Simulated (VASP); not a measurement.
# SrSiH6 (R-3m) in VASP: a series of runs

The runs below take SrSiH6 through single point, relaxation of cell and atoms, with r2SCAN+rVV10.

Everything below comes from runs of VASP 6.6.1. Logs are shortened: lines on timing, memory, paths and dates and some standing lists are left out, and cuts for length are marked.

### Step 1. The cell of the first run

The structure is trigonal, space group R-3m (No. 166). The conventional cell has a = 6.550 Å, b = 6.550 Å, c = 6.204 Å, α = 90.00°, β = 90.00°, γ = 120.00°. Sr (site symmetry -3m) has 12 H at 2.50 to 2.51 Å and 2 Si at 3.10 Å within 3.3 Å. Si (site symmetry -3m) has 6 H at 1.59 Å within 2.1 Å. H (site symmetry m) has 1 Si at 1.59 Å within 2.1 Å.

### Step 2. Single point, r2SCAN+rVV10

Input file POSCAR:

```
SrSiH6
1.0
    3.2751013548      1.8908806488      2.0679171287
   -3.2751013548      1.8908806488      2.0679171287
    0.0000000000     -3.7817612977      2.0679171287
Sr Si H
1 1 6
Direct
    0.5000000000      0.5000000000      0.5000000000
    0.0000000000      0.0000000000      0.0000000000
    0.9286069069      0.2654876474      0.2654876474
    0.2654876474      0.9286069069      0.2654876474
    0.2654876474      0.2654876474      0.9286069069
    0.0713930931      0.7345123526      0.7345123526
    0.7345123526      0.0713930931      0.7345123526
    0.7345123526      0.7345123526      0.0713930931
```

Input file INCAR.step1:

```
SYSTEM = SrSiH6
PREC     = Accurate       ! precision mode
ENCUT    = 520            ! plane-wave cutoff, eV
ISMEAR   = -1             ! smearing method
SIGMA    = 0.03           ! smearing width, eV
LREAL    = .False.        ! projectors in reciprocal space
LASPH    = .True.         ! aspherical terms in the spheres
NELM     = 100            ! most SCF steps
NBANDS   = 20             ! bands
GGA      = PE             ! functional
ALGO     = Normal         ! electronic algorithm
EDIFF    = 1E-4           ! SCF threshold, eV
LWAVE    = .True.         ! write WAVECAR
LCHARG   = .False.        ! write CHGCAR
```

Input file INCAR.step2:

```
SYSTEM = SrSiH6
PREC     = Accurate       ! precision mode
ENCUT    = 520            ! plane-wave cutoff, eV
EDIFF    = 1E-6           ! SCF threshold, eV
ISMEAR   = -1             ! smearing method
SIGMA    = 0.03           ! smearing width, eV
LREAL    = .False.        ! projectors in reciprocal space
LASPH    = .True.         ! aspherical terms in the spheres
NELM     = 100            ! most SCF steps
ALGO     = Normal         ! electronic algorithm
ISIF     = 2              ! what is computed and relaxed
LWAVE    = .False.        ! write WAVECAR
LCHARG   = .False.        ! write CHGCAR
METAGGA  = R2SCAN         ! meta-GGA
LMIXTAU  = .True.       
LUSE_VDW = .True.       
IVDW_NL  = 2            
BPARAM   = 11.95        
CPARAM   = 0.0093       
NBANDS   = 20             ! bands
ISTART   = 1
```

Input file KPOINTS:

```
Automatic mesh
0
Gamma
  8 8 8
  0 0 0
```

Potentials or basis: VASP PAW PBE potentials, release 64 (Sr_sv, Si, H).

The run is started by

```sh
$ cat potpaw_PBE.64/Sr_sv/POTCAR potpaw_PBE.64/Si/POTCAR potpaw_PBE.64/H/POTCAR > POTCAR
$ cp INCAR.step1 INCAR
$ mpirun -np 1 vasp_std > vasp.out
$ cp INCAR.step2 INCAR
$ mpirun -np 1 vasp_std > vasp.out
```

OUTCAR:

```text
SYSTEM = SrSiH6
   PREC = Accurate
   ENCUT = 520
   EDIFF = 1E-6
   ISMEAR = -1
   LREAL = .False.
   LASPH = .True.
   NELM = 100
   ISIF = 2
   METAGGA = R2SCAN
   IVDW_NL = 2
   BPARAM = 11.95
   ISTART = 1

 ion  position               nearest neighbor table
   1  0.500  0.500  0.500-   6 2.50   7 2.50   4 2.50   3 2.50   8 2.50   5 2.50   7 2.51   3 2.51
                             4 2.51   6 2.51   8 2.51   5 2.51   2 3.10   2 3.10   2 3.92   2 3.92
   2  0.000  0.000  0.000-   5 1.59   8 1.59   3 1.59   6 1.59   7 1.59   4 1.59   1 3.10   1 3.10
                             1 3.92   1 3.92   1 3.92   1 3.92   1 3.92   1 3.92
   3  0.929  0.265  0.265-   2 1.59   1 2.50   1 2.51
   4  0.265  0.929  0.265-   2 1.59   1 2.50   1 2.51
   5  0.265  0.265  0.929-   2 1.59   1 2.50   1 2.51
   6  0.071  0.735  0.735-   2 1.59   1 2.50   1 2.51
   7  0.735  0.071  0.735-   2 1.59   1 2.50   1 2.51
   8  0.735  0.735  0.071-   2 1.59   1 2.50   1 2.51

  LATTYP: Found a trigonal (rhomboedric) cell.
 ALAT       =     4.3102203845
 COS(alpha) =    -0.1547302208

  Lattice vectors:

 A1 = (   3.2751013548,   1.8908806488,   2.0679171287)
 A2 = (  -3.2751013548,   1.8908806488,   2.0679171287)
 A3 = (   0.0000000000,  -3.7817612977,   2.0679171287)

Analysis of symmetry for initial positions (statically):
=====================================================================
 Subroutine PRICEL returns:
 Original cell was already a primitive cell.

 Routine SETGRP: Setting up the symmetry group for a
 trigonal (rhombohedral) supercell.

 Subroutine GETGRP returns: Found 12 space group operations
 (whereof 12 operations were pure point group operations)
 out of a pool of 12 trial point group operations.

The static configuration has the point symmetry D_3d.

Analysis of symmetry for dynamics (positions and initial velocities):
=====================================================================
 Subroutine PRICEL returns:
 Original cell was already a primitive cell.

 Routine SETGRP: Setting up the symmetry group for a
 trigonal (rhombohedral) supercell.

 Subroutine GETGRP returns: Found 12 space group operations
 (whereof 12 operations were pure point group operations)
 out of a pool of 12 trial point group operations.

The dynamic configuration has the point symmetry D_3d.

 Subroutine INISYM returns: Found 12 space group operations
 (whereof 12 operations are pure point group operations),
 and found     1 'primitive' translations

----------------------------------------------------------------------------------------

                                     Primitive cell

  volume of cell :      76.8375

  direct lattice vectors                    reciprocal lattice vectors
     3.275101355  1.890880649  2.067917129     0.152667031  0.088142351  0.161192791
    -3.275101355  1.890880649  2.067917129    -0.152667031  0.088142351  0.161192791
     0.000000000 -3.781761298  2.067917129     0.000000000 -0.176284703  0.161192791

  length of vectors
     4.310220385  4.310220385  4.310220385     0.238871121  0.238871121  0.238871121

  position of ions in fractional coordinates (direct lattice)
     0.500000000  0.500000000  0.500000000
     0.000000000  0.000000000  0.000000000
     0.928606907  0.265487647  0.265487647
     0.265487647  0.928606907  0.265487647
     0.265487647  0.265487647  0.928606907
     0.071393093  0.734512353  0.734512353
     0.734512353  0.071393093  0.734512353
     0.734512353  0.734512353  0.071393093

  ion indices of the primitive-cell ions
   primitive index   ion index
                 1           1
                 2           2
                 3           3
                 4           4
                 5           5
                 6           6
                 7           7
                 8           8

----------------------------------------------------------------------------------------

 KPOINTS: Automatic mesh

Automatic generation of k-mesh.
 Grid dimensions read from file:
 generate k-points for:    8    8    8

 Generating k-lattice:

  Cartesian coordinates                     Fractional coordinates (reciprocal lattice)
     0.019083379  0.011017794  0.020149099     0.125000000  0.000000000  0.000000000
    -0.019083379  0.011017794  0.020149099     0.000000000  0.125000000  0.000000000
     0.000000000 -0.022035588  0.020149099     0.000000000  0.000000000  0.125000000

  Length of vectors
     0.029858890  0.029858890  0.029858890

  Shift w.r.t. Gamma in fractional coordinates (k-lattice)
     0.000000000  0.000000000  0.000000000

 Subroutine IBZKPT returns following result:
 ===========================================

 Found     65 irreducible k-points:

 Following reciprocal coordinates:
            Coordinates               Weight
  0.000000  0.000000  0.000000      1.000000
  0.125000  0.000000  0.000000      6.000000
  0.250000  0.000000  0.000000      6.000000
  0.375000  0.000000  0.000000      6.000000
  0.500000  0.000000  0.000000      3.000000
  0.125000  0.125000  0.000000      6.000000
[... 16 lines left out ...]
  0.250000  0.125000  0.125000      6.000000
  0.375000  0.125000  0.125000      6.000000
 [... further k-points ...]
   k-points           NKPTS =     65   k-points in BZ     NKDIM =     65   number of bands    NBANDS=     20
   number of dos      NEDOS =    301   number of ions     NIONS =      8
   total plane-waves  NPLWV =  32768
   dimension x,y,z NGX =    32 NGY =   32 NGZ =   32
   dimension x,y,z NGXF=    64 NGYF=   64 NGZF=   64
   ions per type =               1   1   6
   NGX,Y,Z   is equivalent  to a cutoff of  12.34, 12.34, 12.34 a.u.
   NGXF,Y,Z  is equivalent  to a cutoff of  24.68, 24.68, 24.68 a.u.
 SYSTEM =  SrSiH6
   PREC   = accura    normal or accurate (medium, high low for compatibility)
   ISTART =      1    job   : 0-new  1-cont  2-samecut
   ICHARG =      0    charge: 1-file 2-atom 10-const
   ISPIN  =      1    spin polarized calculation?
   LNONCOLLINEAR =      F non collinear calculations
   LSORBIT =      F    spin-orbit coupling
   LASPH  =      T    aspherical Exc in radial PAW
   ENCUT  =  520.0 eV  38.22 Ry    6.18 a.u.   8.01  8.01  8.01*2*pi/ulx,y,z
   NELM   =    100;   NELMIN=  2; NELMDL=  0     # of ELM steps
   EDIFF  = 0.1E-05   stopping-criterion for ELM
   LREAL  =      F    real-space projection
   EDIFFG = 0.1E-04   stopping-criterion for IOM
   NSW    =      0    number of steps for IOM
   IBRION =     -1    ionic relax: 0-MD 1-quasi-New 2-CG
   NFREE  =      0    steps in history (QN), initial steepest desc. (CG)
   ISIF   =      2    stress and relaxation
   ISYM   =      2    0-nonsym 1-usesym 2-fastsym
   POTIM  = 0.5000    time-step for ionic-motion
   TEBEG  =    0.0;   TEEND  =   0.0 temperature during run
   PSTRESS=    0.0 pullay stress
   NELECT =      20.0000    total number of electrons
   NUPDOWN=      -1.0000    fix difference up-down
   EMIN   =  10.00;   EMAX   =-10.00  energy-range for DOS
   EFERMI =   0.00;   METHOD = LEGACY
   ISMEAR =    -1;   SIGMA  =   0.03  broadening in eV -4-tet -1-fermi 0-gaus
   EFERMI_NEDOS =   21; number of points for ismear=-14 and -15
   IALGO  =     38    algorithm
   IMIX   =      4    mixing-type and parameters
     AMIX     =   0.40;   BMIX     =  1.00
     AMIX_MAG =   1.60;   BMIX_MAG =  1.00
  volume/ion in A,a.u.               =       9.60        64.82
  Fermi-wavevector in a.u.,A,eV,Ry     =   1.045267  1.975267 14.865485  1.092582
  Thomas-Fermi vector in A             =   2.180055
   LORBIT       =      0    0 simple, 1 ext, 2 COOP (PROOUT), +10 PAW based schemes
   METAGGA = R2SCAN    functional components
   LHFCALC =     F    Hartree Fock is set to
   AEXX    =    0.0000 exact exchange contribution
   IVDW_NL    =     2    kernel type
   BPARAM     =11.9500
   IVDW    =     0    specifies the selected vdW correction
   LEPSILON=     F    determine dielectric tensor
   LRPA    =     F    only Hartree local field effects (RPA)
 non-spin polarized calculation
  energy-cutoff  :      520.00
  volume of cell :       76.84
 maximum number of plane-waves:      2095
   NGX = 17   NGY = 17   NGZ = 17

 number of electron      19.9999999 magnetization

 Free energy of the ion-electron system (eV)
  ---------------------------------------------------
  ext. energy  EPLUGINS =         0.00000000
  ---------------------------------------------------
  free energy    TOTEN  =       -46.33975738 eV

  energy without entropy =      -46.33975738  energy(sigma->0) =      -46.33975738

 E-fermi :   1.6742     XC(G=0):  -9.4359

 val. band max:        0.9454898799   @ k =   0.5000   0.0000   0.0000
 cond. band min:       3.3810344495   @ k =   0.0000   0.0000   0.0000
 fundamental gap:      2.4355445697
 Fermi energy:         1.6741807940

 k-point     1 :       0.0000    0.0000    0.0000
  band No.  band energies     occupation
      1     -33.9441      2.00000
      2     -15.4351      2.00000
      3     -15.3088      2.00000
      4     -15.3088      2.00000
      5      -8.9036      2.00000
      6      -2.2933      2.00000
[... 12 lines left out ...]
     19      11.3556      0.00000
     20      11.3556      0.00000

 k-point     2 :       0.1250    0.0000    0.0000
  band No.  band energies     occupation
      1     -33.9432      2.00000
      2     -15.4455      2.00000
      3     -15.3248      2.00000
      4     -15.3077      2.00000
      5      -8.7901      2.00000
      6      -2.6669      2.00000
[... 12 lines left out ...]
     19      11.0277      0.00000
     20      12.1684      0.00000
[... 465 lines left out ...]
      3     -15.3637      2.00000
      4     -15.3299      2.00000
      5      -8.1513      2.00000
      6      -3.7714      2.00000
[... 12 lines left out ...]
     19      10.9523      0.00000
     20      11.4036      0.00000

 k-point    24 :       0.3750    0.1250    0.1250
  band No.  band energies     occupation
      1     -33.9374      2.00000
      2     -15.5317      2.00000
      3     -15.3768      2.00000
      4     -15.3260      2.00000
      5      -7.9481      2.00000
      6      -4.2422      2.00000
[... 12 lines left out ...]
     19      10.8465      0.00000
     20      12.0354      0.00000

 [... further k-points ...]

------------------------ aborting loop because EDIFF is reached ----------------------------------------

  FORCE on cell =-STRESS in cart. coord.  units (eV):
  Direction    XX          YY          ZZ          XY          YZ          ZX
  --------------------------------------------------------------------------------------
  -------------------------------------------------------------------------------------
  Total       -0.0302293     -0.0302293      0.0121867      0.0000000     -0.0000000      0.0000000
  in kB       -0.6303258     -0.6303258      0.2541113      0.0000000     -0.0000000      0.0000000
  external PRESSURE =      -0.3355134 kB  Pullay stress =       0.0000000 kB

 VOLUME and BASIS-vectors are now :
 -----------------------------------------------------------------------------
  energy-cutoff  :      520.00
  volume of cell :       76.84
      direct lattice vectors                 reciprocal lattice vectors
     3.275101355  1.890880649  2.067917129     0.152667031  0.088142351  0.161192791
    -3.275101355  1.890880649  2.067917129    -0.152667031  0.088142351  0.161192791
     0.000000000 -3.781761298  2.067917129     0.000000000 -0.176284703  0.161192791

 POSITION                                       TOTAL-FORCE (eV/Angst)
 -----------------------------------------------------------------------------------
      0.00000     -0.00000      3.10188         0.000000     -0.000000      0.000000
      0.00000      0.00000      0.00000         0.000000     -0.000000      0.000000
      2.17178      1.25388      3.01830         0.008534      0.004927     -0.012082
     -2.17178      1.25388      3.01830        -0.008534      0.004927     -0.012082
      0.00000     -2.50776      3.01830         0.000000     -0.009855     -0.012082
     -2.17178     -1.25388      3.18546        -0.008534     -0.004927      0.012082
      2.17178     -1.25388      3.18546         0.008534     -0.004927      0.012082
      0.00000      2.50776      3.18546         0.000000      0.009855      0.012082
 -----------------------------------------------------------------------------------
    total drift:                                0.000000      0.000000     -0.000000

  FREE ENERGIE OF THE ION-ELECTRON SYSTEM (eV)
  ---------------------------------------------------
  free  energy   TOTEN  =       -46.3397573750 eV

  energy  without entropy=      -46.3397573750  energy(sigma->0) =      -46.33975738
```

Wall time 6.9 min (1 thread of Oxide Virtual Turin-like, shared host); peak memory 0.35 GiB.

Results:

```yaml
Free_energy: -46.3398 eV
Pressure: 0.0 GPa
Largest_force: 0.016 eV/Å
Band_gap_on_the_k_mesh: 2.44 eV (least direct gap 3.43 eV)
```

Forces on the atoms (eV/Å):
```
Sr   0.000  0.000  0.000
Si   0.000  0.000  0.000
H    0.009  0.005 -0.012
H   -0.009  0.005 -0.012
H    0.000 -0.010 -0.012
H   -0.009 -0.005  0.012
H    0.009 -0.005  0.012
H    0.000  0.010  0.012
```

Caveat: the PAW data sets were made with another functional, which shifts forces and pressure a little.

### Step 3. Relaxation of cell and atoms, r2SCAN+rVV10

This run uses another cell than the first one, of 9.45 Å³/atom.

Input file POSCAR:

```
SrSiH6
1.0
    3.2626116483      1.8836697134      2.0504334032
   -3.2626116483      1.8836697134      2.0504334032
    0.0000000000     -3.7673394268      2.0504334032
Sr Si H
1 1 6
Direct
    0.5000000000      0.5000000000      0.5000000000
    0.0000000000      0.0000000000      0.0000000000
    0.9293916413      0.2701202240      0.2701202240
    0.2701202240      0.9293916413      0.2701202240
    0.2701202240      0.2701202240      0.9293916413
    0.0706083587      0.7298797760      0.7298797760
    0.7298797760      0.0706083587      0.7298797760
    0.7298797760      0.7298797760      0.0706083587
```

Input file INCAR.step1:

```
SYSTEM = SrSiH6
ALGO     = Normal         ! electronic algorithm
EDIFF    = 1E-4           ! SCF threshold, eV
ENCUT    = 600            ! plane-wave cutoff, eV
GGA      = PE             ! functional
ISMEAR   = -1             ! smearing method
LASPH    = .True.         ! aspherical terms in the spheres
LCHARG   = .False.        ! write CHGCAR
LREAL    = .False.        ! projectors in reciprocal space
LWAVE    = .True.         ! write WAVECAR
NELM     = 80             ! most SCF steps
PREC     = Accurate       ! precision mode
SIGMA    = 0.03           ! smearing width, eV
```

Input file INCAR.step2:

```
SYSTEM = SrSiH6
ALGO     = Normal         ! electronic algorithm
BPARAM   = 11.95        
CPARAM   = 0.0093       
EDIFF    = 1E-6           ! SCF threshold, eV
EDIFFG   = -0.01          ! ionic threshold
ENCUT    = 600            ! plane-wave cutoff, eV
IBRION   = 2              ! ionic algorithm
ISIF     = 3              ! what is computed and relaxed
ISMEAR   = -1             ! smearing method
ISTART   = 1            
IVDW_NL  = 2            
LASPH    = .True.         ! aspherical terms in the spheres
LCHARG   = .False.        ! write CHGCAR
LMIXTAU  = .True.       
LREAL    = .False.        ! projectors in reciprocal space
LUSE_VDW = .True.       
LWAVE    = .False.        ! write WAVECAR
METAGGA  = R2SCAN         ! meta-GGA
NELM     = 80             ! most SCF steps
NSW      = 100            ! ionic steps
PREC     = Accurate       ! precision mode
SIGMA    = 0.03           ! smearing width, eV
```

Input file KPOINTS:

```
k-points
0
Gamma
  6 6 6
  0 0 0
```

Potentials or basis: VASP PAW PBE potentials, release 64 (Sr_sv, Si, H).

The run is started by

```sh
$ cat potpaw_PBE.64/Sr_sv/POTCAR potpaw_PBE.64/Si/POTCAR potpaw_PBE.64/H/POTCAR > POTCAR
$ cp INCAR.step1 INCAR
$ mpirun -np 1 vasp_std > vasp.out
$ cp INCAR.step2 INCAR
$ mpirun -np 1 vasp_std > vasp.out
```

Run time: 26 min. Hardware: 1 thread of Oxide Virtual Turin-like, shared host; peak memory 0.4 GiB.

Results (log left out):

```yaml
Free_energy: -46.3442 eV
Relaxed_volume: 9.63 Å³/atom
Relaxed_cell: a = 4.314 Å, b = 4.314 Å, c = 4.314 Å, α = 98.90°, β = 98.90°, γ = 98.90°
Space_group_after_relaxing_to_0.1_Å: R-3m (No. 166)
Energy_gained_by_relaxing: 2.6 meV/atom
Ionic_steps: 8
Pressure_after_relaxing: 0.0 GPa
Largest_force_after_relaxing: 0.004 eV/Å
Band_gap_on_the_k_mesh: 2.43 eV (least direct gap 3.55 eV)
```

Forces in eV/Å, atoms in the order of the input:
```
Sr   0.000  0.000  0.000
Si   0.000  0.000  0.000
H    0.001  0.000 -0.004
H   -0.001  0.000 -0.004
H    0.000 -0.001 -0.004
H   -0.001  0.000  0.004
H    0.001  0.000  0.004
H    0.000  0.001  0.004
```

Step by step:
| step | energy change (eV) | largest force (eV/Å) | pressure (GPa) | volume (Å³) |
| --- | --- | --- | --- | --- |
| 1 | 0.0000 | 0.2549 | -0.11 | 75.61 |
| 2 | -0.0130 | 0.0920 | 0.64 | 75.53 |
| 3 | -0.0147 | 0.0328 | 1.06 | 75.50 |
| 4 | -0.0188 | 0.0279 | 0.52 | 76.23 |
| 5 | -0.0201 | 0.0235 | 0.03 | 76.94 |
| 6 | -0.0201 | 0.0233 | 0.02 | 76.96 |
| 7 | -0.0204 | 0.0106 | -0.01 | 77.03 |
| 8 | -0.0205 | 0.0043 | -0.03 | 77.06 |

Final structure:
```
Sr Si H
1.0
     3.27817    1.89265    2.07009
    -3.27817    1.89265    2.07009
     0.00000   -3.78531    2.07009
Sr Si H
1 1 6
Direct
  0.50000 0.50000 0.50000
  0.00000 0.00000 0.00000
  0.92859 0.26515 0.26515
  0.26515 0.92859 0.26515
  0.26515 0.26515 0.92859
  0.07141 0.73485 0.73485
  0.73485 0.07141 0.73485
  0.73485 0.73485 0.07141
```

Levels at points of the mesh, in eV from the valence-band top:
```tsv
k point	band 8	band 9	band 10	band 11	band 12	band 13
(0.00, 0.00, 0.00)	-3.13	-1.11	-1.11	2.43	5.16	5.16
(0.50, 0.00, 0.00)	-3.34	-0.13	0.00	4.62	5.33	5.66
(0.50, 0.50, 0.00)	-2.75	-2.23	-0.35	3.91	5.61	7.32
(0.50, 0.50, 0.50)	-4.21	-1.67	-1.67	5.85	6.80	7.16
```

Caveat: the PAW data sets were made with another functional, which shifts forces and pressure a little. A k mesh can miss the band edges.
